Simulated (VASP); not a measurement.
# Hf (P6_3/mmc) in VASP: single point with RPBE

Aim: the single point of Hf with RPBE.

All numbers are computed with VASP 6.6.1; they aren't measurements. Logs are shortened: lines on timing, memory, paths and dates and some standing lists are left out, and cuts for length are marked.

## Step 1: The cell of the first run

The structure is hexagonal, space group P6_3/mmc (No. 194). Conventional cell: a = 3.358 Å, b = 3.358 Å, c = 5.315 Å, α = 90.00°, β = 90.00°, γ = 120.00°. Within 4.3 Å of Hf (site symmetry -6m2) lie 12 Hf at 3.29 to 3.36 Å.

## Step 2: Single point, RPBE (25.95 Å³/atom)

The input, INCAR:

```
PREC = Accurate
ENCUT = 520
EDIFF = 1E-6
ISMEAR = -1
SIGMA = 0.1
LREAL = False
LASPH = True
NELM = 100
ALGO = Normal
ISIF = 2
LWAVE = False
LCHARG = False
GGA = RP
NBANDS = 17
```

The input, KPOINTS:

```
regular mesh
0
Gamma
  18 18 10
```

The input, POSCAR:

```
Hf
1.0
    3.3577311628      0.0000000000      0.0000000000
   -1.6788655814      2.9078804860      0.0000000000
    0.0000000000      0.0000000000      5.3148422074
Hf
2
Direct
    0.3333333333      0.6666666667      0.2500000000
    0.6666666667      0.3333333333      0.7500000000
```

Potentials or basis: VASP PAW PBE potentials, release 64 (Hf_pv).

Started as:

```bash
cat potpaw_PBE.64/Hf_pv/POTCAR > POTCAR
mpirun -np 1 vasp_std > vasp.out
```

OUTCAR:

```text
PREC = Accurate
   ENCUT = 520
   EDIFF = 1E-6
   ISMEAR = -1
   LREAL = False
   LASPH = True
   NELM = 100
   ISIF = 2
   GGA = RP

 ion  position               nearest neighbor table
   1  0.333  0.667  0.250-   2 3.29   2 3.29   2 3.29   2 3.29   2 3.29   2 3.29
   2  0.667  0.333  0.750-   1 3.29   1 3.29   1 3.29   1 3.29   1 3.29   1 3.29

  LATTYP: Found a hexagonal cell.
 ALAT       =     3.3577311628
 C/A-ratio  =     1.5828671057

  Lattice vectors:

 A1 = (   3.3577311628,   0.0000000000,   0.0000000000)
 A2 = (  -1.6788655814,   2.9078804860,   0.0000000000)
 A3 = (   0.0000000000,   0.0000000000,   5.3148422074)

Analysis of symmetry for initial positions (statically):
=====================================================================
 Subroutine PRICEL returns:
 Original cell was already a primitive cell.

 Routine SETGRP: Setting up the symmetry group for a
 hexagonal supercell.

 Subroutine GETGRP returns: Found 24 space group operations
 (whereof 12 operations were pure point group operations)
 out of a pool of 24 trial point group operations.

The static configuration has the point symmetry D_3d.
 The point group associated with its full space group is D_6h.

Analysis of symmetry for dynamics (positions and initial velocities):
=====================================================================
 Subroutine PRICEL returns:
 Original cell was already a primitive cell.

 Routine SETGRP: Setting up the symmetry group for a
 hexagonal supercell.

 Subroutine GETGRP returns: Found 24 space group operations
 (whereof 12 operations were pure point group operations)
 out of a pool of 24 trial point group operations.

The dynamic configuration has the point symmetry D_3d.
 The point group associated with its full space group is D_6h.

 Subroutine INISYM returns: Found 24 space group operations
 (whereof 12 operations are pure point group operations),
 and found     1 'primitive' translations

----------------------------------------------------------------------------------------

                                     Primitive cell

  volume of cell :      51.8935

  direct lattice vectors                    reciprocal lattice vectors
     3.357731163  0.000000000  0.000000000     0.297820150  0.171946544  0.000000000
    -1.678865581  2.907880486  0.000000000     0.000000000  0.343893088  0.000000000
     0.000000000  0.000000000  5.314842207     0.000000000  0.000000000  0.188152340

  length of vectors
     3.357731163  3.357731163  5.314842207     0.343893088  0.343893088  0.188152340

  position of ions in fractional coordinates (direct lattice)
     0.333333333  0.666666667  0.250000000
     0.666666667  0.333333333  0.750000000

  ion indices of the primitive-cell ions
   primitive index   ion index
                 1           1
                 2           2

----------------------------------------------------------------------------------------

 KPOINTS: regular mesh

Automatic generation of k-mesh.
 Grid dimensions read from file:
 generate k-points for:   18   18   10

 Generating k-lattice:

  Cartesian coordinates                     Fractional coordinates (reciprocal lattice)
     0.016545564  0.009552586  0.000000000     0.055555556 -0.000000000  0.000000000
     0.000000000  0.019105172  0.000000000     0.000000000  0.055555556  0.000000000
     0.000000000  0.000000000  0.018815234     0.000000000  0.000000000  0.100000000

  Length of vectors
     0.019105172  0.019105172  0.018815234

  Shift w.r.t. Gamma in fractional coordinates (k-lattice)
     0.000000000  0.000000000  0.000000000

 Subroutine IBZKPT returns following result:
 ===========================================

 Found    222 irreducible k-points:

 Following reciprocal coordinates:
            Coordinates               Weight
  0.000000  0.000000  0.000000      1.000000
  0.055556  0.000000  0.000000      6.000000
  0.111111  0.000000  0.000000      6.000000
  0.166667  0.000000  0.000000      6.000000
  0.222222  0.000000  0.000000      6.000000
  0.277778 -0.000000  0.000000      6.000000
[... 16 lines left out ...]
  0.333333  0.111111  0.000000     12.000000
  0.388889  0.111111  0.000000     12.000000
 [... further k-points ...]
   k-points           NKPTS =    222   k-points in BZ     NKDIM =    222   number of bands    NBANDS=     17
   number of dos      NEDOS =    301   number of ions     NIONS =      2
   total plane-waves  NPLWV =  31360
   dimension x,y,z NGX =    28 NGY =   28 NGZ =   40
   dimension x,y,z NGXF=    56 NGYF=   56 NGZF=   80
   ions per type =               2
   NGX,Y,Z   is equivalent  to a cutoff of  13.86, 13.86, 12.51 a.u.
   NGXF,Y,Z  is equivalent  to a cutoff of  27.73, 27.73, 25.02 a.u.
 SYSTEM =  unknown system
   PREC   = accura    normal or accurate (medium, high low for compatibility)
   ISTART =      0    job   : 0-new  1-cont  2-samecut
   ICHARG =      2    charge: 1-file 2-atom 10-const
   ISPIN  =      1    spin polarized calculation?
   LNONCOLLINEAR =      F non collinear calculations
   LSORBIT =      F    spin-orbit coupling
   LASPH  =      T    aspherical Exc in radial PAW
   ENCUT  =  520.0 eV  38.22 Ry    6.18 a.u.   6.24  6.24  9.88*2*pi/ulx,y,z
   NELM   =    100;   NELMIN=  2; NELMDL= -5     # of ELM steps
   EDIFF  = 0.1E-05   stopping-criterion for ELM
   LREAL  =      F    real-space projection
   EDIFFG = 0.1E-04   stopping-criterion for IOM
   NSW    =      0    number of steps for IOM
   IBRION =     -1    ionic relax: 0-MD 1-quasi-New 2-CG
   NFREE  =      0    steps in history (QN), initial steepest desc. (CG)
   ISIF   =      2    stress and relaxation
   ISYM   =      2    0-nonsym 1-usesym 2-fastsym
   POTIM  = 0.5000    time-step for ionic-motion
   TEBEG  =    0.0;   TEEND  =   0.0 temperature during run
   PSTRESS=    0.0 pullay stress
   NELECT =      20.0000    total number of electrons
   NUPDOWN=      -1.0000    fix difference up-down
   EMIN   =  10.00;   EMAX   =-10.00  energy-range for DOS
   EFERMI =   0.00;   METHOD = LEGACY
   ISMEAR =    -1;   SIGMA  =   0.10  broadening in eV -4-tet -1-fermi 0-gaus
   EFERMI_NEDOS =   21; number of points for ismear=-14 and -15
   IALGO  =     38    algorithm
   IMIX   =      4    mixing-type and parameters
     AMIX     =   0.40;   BMIX     =  1.00
     AMIX_MAG =   1.60;   BMIX_MAG =  1.00
  volume/ion in A,a.u.               =      25.95       175.10
  Fermi-wavevector in a.u.,A,eV,Ry     =   1.191372  2.251366 19.311648  1.419366
  Thomas-Fermi vector in A             =   2.327435
   LORBIT       =      0    0 simple, 1 ext, 2 COOP (PROOUT), +10 PAW based schemes
   GGA     = RP    functional components
   LHFCALC =     F    Hartree Fock is set to
   AEXX    =    0.0000 exact exchange contribution
   IVDW    =     0    specifies the selected vdW correction
   LEPSILON=     F    determine dielectric tensor
   LRPA    =     F    only Hartree local field effects (RPA)
 non-spin polarized calculation
  energy-cutoff  :      520.00
  volume of cell :       51.89
 maximum number of plane-waves:      1416
 NGX is ok and might be reduce to    28
   NGX = 13   NGY = 13   NGZ = 19

 number of electron      19.9999999 magnetization

 Free energy of the ion-electron system (eV)
  ---------------------------------------------------
  ext. energy  EPLUGINS =         0.00000000
  ---------------------------------------------------
  free energy    TOTEN  =       -18.84497082 eV

  energy without entropy =      -18.78149351  energy(sigma->0) =      -18.81323217

 E-fermi :   4.0436     XC(G=0): -10.5604

 val. band max:        4.0403060000   @ k =   0.1667   0.0556   0.4000
 cond. band min:       4.0452577106   @ k =   0.1111   0.1111   0.2000
 fundamental gap:      0.0049517106
 Fermi energy:         4.0435692376

 k-point     1 :       0.0000    0.0000    0.0000
  band No.  band energies     occupation
      1     -27.2611      2.00000
      2     -26.8211      2.00000
      3     -26.8211      2.00000
      4     -26.7479      2.00000
      5     -26.7431      2.00000
      6     -26.7431      2.00000
[... 9 lines left out ...]
     16       6.3949      0.00000
     17       8.6340      0.00000

 k-point     2 :       0.0556    0.0000    0.0000
  band No.  band energies     occupation
      1     -27.2563      2.00000
      2     -26.8309      2.00000
      3     -26.8244      2.00000
      4     -26.7535      2.00000
      5     -26.7501      2.00000
      6     -26.7445      2.00000
[... 9 lines left out ...]
     16       6.3208      0.00000
     17       8.6937      0.00000

 k-point     3 :       0.1111    0.0000    0.0000
  band No.  band energies     occupation
      1     -27.2424      2.00000
      2     -26.8594      2.00000
      3     -26.8340      2.00000
      4     -26.7833      2.00000
      5     -26.7568      2.00000
      6     -26.7487      2.00000
[... 9 lines left out ...]
     16       6.1287      0.00000
     17       8.8305      0.00000

 k-point     4 :       0.1667    0.0000    0.0000
  band No.  band energies     occupation
      1     -27.2201      2.00000
      2     -26.9030      2.00000
      3     -26.8483      2.00000
      4     -26.8283      2.00000
      5     -26.7680      2.00000
      6     -26.7555      2.00000
[... 9 lines left out ...]
     16       6.4617      0.00000
     17       9.0005      0.00000

 k-point     5 :       0.2222    0.0000    0.0000
  band No.  band energies     occupation
      1     -27.1910      2.00000
      2     -26.9568      2.00000
      3     -26.8823      2.00000
      4     -26.8654      2.00000
      5     -26.7835      2.00000
      6     -26.7641      2.00000
[... 9 lines left out ...]
     16       6.9075      0.00000
     17       9.1599      0.00000

 k-point     6 :       0.2778   -0.0000    0.0000
  band No.  band energies     occupation
      1     -27.1568      2.00000
      2     -27.0141      2.00000
      3     -26.9383      2.00000
      4     -26.8832      2.00000
      5     -26.8030      2.00000
      6     -26.7737      2.00000
[... 9 lines left out ...]
     16       7.4412      0.00000
     17       9.2890      0.00000

 k-point     7 :       0.3333    0.0000    0.0000
  band No.  band energies     occupation
      1     -27.1203      2.00000
      2     -27.0680      2.00000
      3     -26.9899      2.00000
      4     -26.8997      2.00000
      5     -26.8258      2.00000
      6     -26.7829      2.00000
[... 9 lines left out ...]
     16       8.0233      0.00000
     17       9.3825      0.00000

 k-point     8 :       0.3889    0.0000    0.0000
  band No.  band energies     occupation
      1     -27.1120      2.00000
      2     -27.0851      2.00000
      3     -27.0311      2.00000
      4     -26.9128      2.00000
      5     -26.8497      2.00000
      6     -26.7906      2.00000
[... 9 lines left out ...]
     16       8.6019      0.00000
     17       9.4434      0.00000
[... 203 lines left out ...]
      1     -27.2073      2.00000
      2     -26.9167      2.00000
      3     -26.8850      2.00000
      4     -26.8272      2.00000
      5     -26.7747      2.00000
      6     -26.7666      2.00000
[... 9 lines left out ...]
     16       6.7670      0.00000
     17       9.0013      0.00000

 k-point    20 :       0.1667    0.1111    0.0000
  band No.  band energies     occupation
      1     -27.1789      2.00000
      2     -26.9605      2.00000
      3     -26.9279      2.00000
      4     -26.8521      2.00000
      5     -26.7902      2.00000
      6     -26.7802      2.00000
[... 9 lines left out ...]
     16       7.2725      0.00000
     17       9.0929      0.00000

 k-point    21 :       0.2222    0.1111    0.0000
  band No.  band energies     occupation
      1     -27.1456      2.00000
      2     -27.0119      2.00000
      3     -26.9681      2.00000
      4     -26.8795      2.00000
      5     -26.8098      2.00000
      6     -26.7935      2.00000
[... 9 lines left out ...]
     16       7.8561      0.00000
     17       9.1748      0.00000

 k-point    22 :       0.2778    0.1111    0.0000
  band No.  band energies     occupation
      1     -27.1097      2.00000
      2     -27.0622      2.00000
      3     -27.0032      2.00000
      4     -26.9055      2.00000
      5     -26.8327      2.00000
      6     -26.8054      2.00000
[... 9 lines left out ...]
     16       8.4870      0.00000
     17       9.2372      0.00000

 k-point    23 :       0.3333    0.1111    0.0000
  band No.  band energies     occupation
      1     -27.1034      2.00000
      2     -27.0748      2.00000
      3     -27.0314      2.00000
      4     -26.9265      2.00000
      5     -26.8571      2.00000
      6     -26.8149      2.00000
[... 9 lines left out ...]
     16       9.1264      0.00000
     17       9.2779      0.00000

 k-point    24 :       0.3889    0.1111    0.0000
  band No.  band energies     occupation
      1     -27.1302      2.00000
      2     -27.0497      2.00000
      3     -27.0465      2.00000
      4     -26.9400      2.00000
      5     -26.8785      2.00000
      6     -26.8212      2.00000
[... 9 lines left out ...]
     16       9.3000      0.00000
     17       9.6774      0.00000

 [... further k-points ...]

------------------------ aborting loop because EDIFF is reached ----------------------------------------

  FORCE on cell =-STRESS in cart. coord.  units (eV):
  Direction    XX          YY          ZZ          XY          YZ          ZX
  --------------------------------------------------------------------------------------
  -------------------------------------------------------------------------------------
  Total       -3.1770388     -3.1770388     -3.2821125      0.0000000      0.0000000      0.0000000
  in kB      -98.0889887    -98.0889887   -101.3330696      0.0000000      0.0000000      0.0000000
  external PRESSURE =     -99.1703490 kB  Pullay stress =       0.0000000 kB

 VOLUME and BASIS-vectors are now :
 -----------------------------------------------------------------------------
  energy-cutoff  :      520.00
  volume of cell :       51.89
      direct lattice vectors                 reciprocal lattice vectors
     3.357731163  0.000000000  0.000000000     0.297820150  0.171946544  0.000000000
    -1.678865581  2.907880486  0.000000000     0.000000000  0.343893088  0.000000000
     0.000000000  0.000000000  5.314842207     0.000000000  0.000000000  0.188152340

 POSITION                                       TOTAL-FORCE (eV/Angst)
 -----------------------------------------------------------------------------------
     -0.00000      1.93859      1.32871        -0.000000      0.000000      0.000000
      1.67887      0.96929      3.98613         0.000000     -0.000000      0.000000
 -----------------------------------------------------------------------------------
    total drift:                               -0.000000      0.000000     -0.000000

  FREE ENERGIE OF THE ION-ELECTRON SYSTEM (eV)
  ---------------------------------------------------
  free  energy   TOTEN  =       -18.8449708248 eV

  energy  without entropy=      -18.7814935070  energy(sigma->0) =      -18.81323217
```

Run time: 4 min. Hardware: 1 thread of AMD EPYC 7R13, shared host; peak memory 0.27 GiB.

Results:

| Property | Result |
| --- | --- |
| Free energy | -18.8450 eV |
| Pressure | -9.9 GPa |
| Band gap on the k mesh | zero (bands 10 and 11 overlap by 1.64 eV) |

Levels at points of the mesh, in eV from the Fermi level:
| k point | band 6 | band 7 | band 8 | band 9 | band 10 | band 11 | band 12 | band 13 | band 14 | band 15 |
| --- | --- | --- | --- | --- | --- | --- | --- | --- | --- | --- |
| (0.00, 0.00, 0.00) | -30.79 | -6.86 | -3.28 | 0.19 | 1.14 | 1.14 | 1.36 | 1.81 | 1.81 | 2.35 |
| (0.50, 0.00, 0.00) | -30.84 | -3.10 | -2.27 | -1.79 | -0.97 | 0.71 | 0.82 | 1.44 | 4.98 | 5.38 |
| (0.00, 0.00, 0.50) | -30.83 | -5.13 | -5.13 | 0.19 | 0.19 | 1.05 | 1.05 | 1.05 | 1.05 | 4.11 |
| (0.50, 0.00, 0.50) | -30.90 | -2.96 | -2.96 | -0.78 | -0.78 | 0.78 | 0.78 | 2.35 | 2.35 | 5.18 |

Caveat: the cell stands under tension; the PAW data sets were made with another functional, which shifts forces and pressure a little; spin-orbit coupling is left out, which moves the levels of the heavy elements.
